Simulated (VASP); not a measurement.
SnGe2, 3 atoms in the cell. Symmetry: Fm-3m, No. 225, cubic system. The conventional cell has a = 6.666 Å, b = 6.666 Å, c = 6.666 Å, α = 90.00°, β = 90.00°, γ = 90.00°. Sn (site symmetry m-3m) has 8 Ge at 2.89 Å within 3.8 Å. Within 3.8 Å of Ge (site symmetry -43m) lie 4 Sn at 2.89 Å and 6 Ge at 3.33 Å. 

| Property | Result |
| --- | --- |
| Program | VASP 6.6.1 |
| Task | relaxation of cell and atoms |
| Functional | PBEsol |
| Potentials or basis | VASP PAW PBE potentials, release 64 (Sn_d, Ge_d) |
| Cutoff | 600 eV |
| k mesh | 12 × 12 × 12 |
| Occupations | gaussian, width 0.1 eV |
| Spin | no spin polarisation |
| Dipole correction | no |
| Further INCAR settings | ALGO = Normal; EDIFF = 1e-06; IBRION = 2; EDIFFG = -0.005; NSW = 100; ISIF = 3 |

Potentials or basis: VASP PAW PBE potentials, release 64 (Sn_d, Ge_d).

The run is started by

```sh
$ cat potpaw_PBE.64/Sn_d/POTCAR potpaw_PBE.64/Ge_d/POTCAR > POTCAR
$ mpirun -np 1 vasp_std > vasp.out
```

Hardware: 1 thread of AMD EPYC 7R13 Processor (Zen 3), with other jobs on the host.

Q: How long does it take, and how much memory?

A: Run time: 4.8 min on 1 thread of AMD EPYC 7R13 Processor (Zen 3), on a shared host, peak memory 0.32 GiB. Counts: scf iterations 28, k points 72, ion steps 4.
